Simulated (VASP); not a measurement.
# Pd (Im-3m) in VASP: density of states with PBE

Aim: the density of states of Pd with PBE.

Program: VASP 6.6.1. These are calculated values, not measurements. Logs are shortened: lines on timing, memory, paths and dates and some standing lists are left out, and cuts for length are marked.

## (1) The cell of the first run

The structure is cubic, space group Im-3m (No. 229). Conventional cell: a = 3.145 Å, b = 3.145 Å, c = 3.145 Å, α = 90.00°, β = 90.00°, γ = 90.00°. Pd (site symmetry m-3m) has 14 Pd at 2.72 to 3.14 Å within 3.6 Å.

## (2) Density of states, PBE

Input file POSCAR:

```
Pd
1.0
   -1.5722810000      1.5722810000      1.5722810000
    1.5722810000     -1.5722810000      1.5722810000
    1.5722810000      1.5722810000     -1.5722810000
Pd
1
Direct
    0.0000000000      0.0000000000      0.0000000000
```

Input file INCAR.step1:

```
PREC = Accurate ; ENCUT = 520
EDIFF = 1E-6 ; ISMEAR = 0
SIGMA = 0.05 ; LREAL = False
LASPH = True ; NELM = 60
ALGO = Normal ; ISIF = 2
LWAVE = False ; LCHARG = True
LMAXMIX = 4 ; GGA = PE
NBANDS = 11
```

Input file KPOINTS.step1:

```
Automatic mesh
0
Gamma
  16 16 16
```

Input file INCAR.step2:

```
PREC = Accurate ; ENCUT = 520
EDIFF = 1E-6 ; ISMEAR = -5
SIGMA = 0.05 ; LREAL = False
LASPH = True ; NELM = 60
ALGO = Normal ; ISIF = 2
LWAVE = False ; LCHARG = False
LMAXMIX = 4 ; GGA = PE
LORBIT = 11 ; NBANDS = 11
NEDOS = 2001 ; ICHARG = 11
```

Input file KPOINTS.step2:

```
Automatic mesh
0
Gamma
  24 24 24
```

Potentials or basis: VASP PAW PBE potentials, release 64 (Pd).

Run with:

```
$ cat potpaw_PBE.64/Pd/POTCAR > POTCAR
$ cp INCAR.step1 INCAR
$ cp KPOINTS.step1 KPOINTS
$ mpirun -np 1 vasp_std > vasp.out
$ cp INCAR.step2 INCAR
$ cp KPOINTS.step2 KPOINTS
$ mpirun -np 1 vasp_std > vasp.out
```

OUTCAR:

```text
PREC = Accurate
   ENCUT = 520
   EDIFF = 1E-6
   ISMEAR = -5
   LREAL = False
   LASPH = True
   NELM = 60
   ISIF = 2
   GGA = PE
   LORBIT = 11
   ICHARG = 11

 ion  position               nearest neighbor table
   1  0.000  0.000  0.000-

  LATTYP: Found a body centered cubic cell.
 ALAT       =     3.1445620000

  Lattice vectors:

 A1 = (  -1.5722810000,   1.5722810000,   1.5722810000)
 A2 = (   1.5722810000,  -1.5722810000,   1.5722810000)
 A3 = (   1.5722810000,   1.5722810000,  -1.5722810000)

Analysis of symmetry for initial positions (statically):
=====================================================================
 Subroutine PRICEL returns:
 Original cell was already a primitive cell.

 Routine SETGRP: Setting up the symmetry group for a
 body centered cubic supercell.

 Subroutine GETGRP returns: Found 48 space group operations
 (whereof 48 operations were pure point group operations)
 out of a pool of 48 trial point group operations.

The static configuration has the point symmetry O_h .

Analysis of symmetry for dynamics (positions and initial velocities):
=====================================================================
 Subroutine PRICEL returns:
 Original cell was already a primitive cell.

 Routine SETGRP: Setting up the symmetry group for a
 body centered cubic supercell.

 Subroutine GETGRP returns: Found 48 space group operations
 (whereof 48 operations were pure point group operations)
 out of a pool of 48 trial point group operations.

The dynamic configuration has the point symmetry O_h .

 Subroutine INISYM returns: Found 48 space group operations
 (whereof 48 operations are pure point group operations),
 and found     1 'primitive' translations

----------------------------------------------------------------------------------------

                                     Primitive cell

  volume of cell :      15.5471

  direct lattice vectors                    reciprocal lattice vectors
    -1.572281000  1.572281000  1.572281000     0.000000000  0.318009313  0.318009313
     1.572281000 -1.572281000  1.572281000     0.318009313  0.000000000  0.318009313
     1.572281000  1.572281000 -1.572281000     0.318009313  0.318009313  0.000000000

  length of vectors
     2.723270576  2.723270576  2.723270576     0.449733083  0.449733083  0.449733083

  position of ions in fractional coordinates (direct lattice)
     0.000000000  0.000000000  0.000000000

  ion indices of the primitive-cell ions
   primitive index   ion index
                 1           1

[... 79 lines left out ...]
   ISIF   =      2    stress and relaxation
   ISYM   =      2    0-nonsym 1-usesym 2-fastsym
   POTIM  = 0.5000    time-step for ionic-motion
   TEBEG  =    0.0;   TEEND  =   0.0 temperature during run
   PSTRESS=    0.0 pullay stress
   NELECT =      10.0000    total number of electrons
   NUPDOWN=      -1.0000    fix difference up-down
   EMIN   =  10.00;   EMAX   =-10.00  energy-range for DOS
   EFERMI =   0.00;   METHOD = LEGACY
   ISMEAR =    -5;   SIGMA  =   0.05  broadening in eV -4-tet -1-fermi 0-gaus
   EFERMI_NEDOS =   21; number of points for ismear=-14 and -15
   IALGO  =     38    algorithm
   IMIX   =      4    mixing-type and parameters
     AMIX     =   0.40;   BMIX     =  1.00
     AMIX_MAG =   1.60;   BMIX_MAG =  1.00
  volume/ion in A,a.u.               =      15.55       104.92
  Fermi-wavevector in a.u.,A,eV,Ry     =   1.413160  2.670485 27.171123  1.997021
  Thomas-Fermi vector in A             =   2.534834
   LORBIT       =     11    0 simple, 1 ext, 2 COOP (PROOUT), +10 PAW based schemes
   GGA     = PE    functional components
   LHFCALC =     F    Hartree Fock is set to
   AEXX    =    0.0000 exact exchange contribution
   IVDW    =     0    specifies the selected vdW correction
   LEPSILON=     F    determine dielectric tensor
   LRPA    =     F    only Hartree local field effects (RPA)
 non-spin polarized calculation
 Fermi weights with tetrahedron method with Bloechl corrections
  energy-cutoff  :      520.00
  volume of cell :       15.55
 maximum number of plane-waves:       431

 number of electron      10.0000005 magnetization

 Free energy of the ion-electron system (eV)
  ---------------------------------------------------
  ext. energy  EPLUGINS =         0.00000000
  ---------------------------------------------------
  free energy    TOTEN  =        -5.17239171 eV

  energy without entropy =       -5.17239171  energy(sigma->0) =       -5.17239171

 E-fermi :   8.9246     XC(G=0): -12.8511

 val. band max:        9.0066683482   @ k =  -0.4583  -0.4583   0.3750
 cond. band min:       8.8793942003   @ k =  -0.3333   0.3333   0.0833
 fundamental gap:     -0.1272741479
 Fermi energy:         8.9245782189

 k-point     1 :       0.0000    0.0000    0.0000
  band No.  band energies     occupation
      1       2.1895      2.00000
      2       6.2047      2.00000
      3       6.2047      2.00000
      4       6.2047      2.00000
      5       8.0464      2.00000
      6       8.0464      2.00000
      7      28.1914      0.00000
      8      28.1914      0.00000
      9      28.1914      0.00000
     10      35.6264      0.00000
     11      36.2104      0.00000
[... 309 lines left out ...]
 k-point    24 :       0.4583    0.0417   -0.0000
  band No.  band energies     occupation
      1       4.0613      2.00000
      2       5.1116      2.00000
      3       7.9645      2.00000
      4       8.1897      2.00000
      5       9.2385     -0.03940
      6      10.6765      0.00000
      7      16.5640      0.00000
      8      23.9243      0.00000
      9      26.0938      0.00000
     10      32.5972      0.00000
     11      34.1216      0.00000

 [... further k-points ...]
[... 5 lines left out ...]
  --------------------------------------------------------------------------------------
  -------------------------------------------------------------------------------------
  Total       -0.2504102     -0.2504102     -0.2504102      0.0000000      0.0000000      0.0000000
  in kB      -25.8054931    -25.8054931    -25.8054931      0.0000000      0.0000000      0.0000000
  external PRESSURE =     -25.8054931 kB  Pullay stress =       0.0000000 kB

 VOLUME and BASIS-vectors are now :
 -----------------------------------------------------------------------------
  energy-cutoff  :      520.00
  volume of cell :       15.55
      direct lattice vectors                 reciprocal lattice vectors
    -1.572281000  1.572281000  1.572281000     0.000000000  0.318009313  0.318009313
     1.572281000 -1.572281000  1.572281000     0.318009313  0.000000000  0.318009313
     1.572281000  1.572281000 -1.572281000     0.318009313  0.318009313  0.000000000

 POSITION                                       TOTAL-FORCE (eV/Angst)
 -----------------------------------------------------------------------------------
      0.00000      0.00000      0.00000         0.000000      0.000000     -0.000000
 -----------------------------------------------------------------------------------
    total drift:                               -0.000000      0.000000      0.000000

  FREE ENERGIE OF THE ION-ELECTRON SYSTEM (eV)
  ---------------------------------------------------
  free  energy   TOTEN  =        -5.1723917051 eV

  energy  without entropy=       -5.1723917051  energy(sigma->0) =       -5.17239171

 total charge

# of ion       s       p       d       tot
------------------------------------------
    1        0.462   0.416   8.469   9.347
```

OUTCAR.step1:

```text
PREC = Accurate
   ENCUT = 520
   EDIFF = 1E-6
   ISMEAR = 0
   LREAL = False
   LASPH = True
[... 552 lines left out ...]
 POSITION                                       TOTAL-FORCE (eV/Angst)
 -----------------------------------------------------------------------------------
      0.00000      0.00000      0.00000        -0.000000     -0.000000      0.000000
 -----------------------------------------------------------------------------------
    total drift:                                0.000000     -0.000000      0.000000

  FREE ENERGIE OF THE ION-ELECTRON SYSTEM (eV)
  ---------------------------------------------------
  free  energy   TOTEN  =        -5.1721717640 eV

  energy  without entropy=       -5.1702926820  energy(sigma->0) =       -5.17123222
```

Wall time 88 s (1 thread of Intel Xeon 8259CL, shared host); peak memory 0.21 GiB.

What came out:

| Property | Result |
| --- | --- |
| Valence electrons inside the program's atomic spheres | Pd 9.35 |

Caveat: tetrahedron occupations give inexact forces and stress in metals.
